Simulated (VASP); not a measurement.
Ge, 4 atoms in the cell. The structure is tetragonal, space group I4_1/amd (No. 141). Conventional cell: a = 5.149 Å, b = 5.149 Å, c = 2.795 Å, α = 90.00°, β = 90.00°, γ = 90.00°. Within 3.5 Å of Ge (site symmetry -4m2) lie 10 Ge at 2.67 to 3.32 Å. 

* Program: VASP 6.6.1
* Task: single point
* Functional: LDA
* Potentials or basis: VASP PAW LDA potentials, release 64 (Ge_d)
* Cutoff: 520 eV
* k mesh: 5 × 5 × 9
* Occupations: gaussian, width 0.05 eV
* Spin: no spin polarisation
* Dipole correction: no
* Further INCAR settings: ALGO = Normal; EDIFF = 1e-06; NBANDS = 36

Potentials or basis: VASP PAW LDA potentials, release 64 (Ge_d).

Run with:

```bash
$ cat potpaw_LDA.64/Ge_d/POTCAR > POTCAR
$ mpirun -np 1 vasp_std > vasp.out
```

Hardware: 1 thread of Intel Xeon 8259CL, with other jobs on the host.

Estimate the wall time of this run.

Wall time 90 s on 1 thread of Intel Xeon 8259CL, on a shared host, peak memory 0.19 GiB. Counts: scf iterations 11, k points 30.
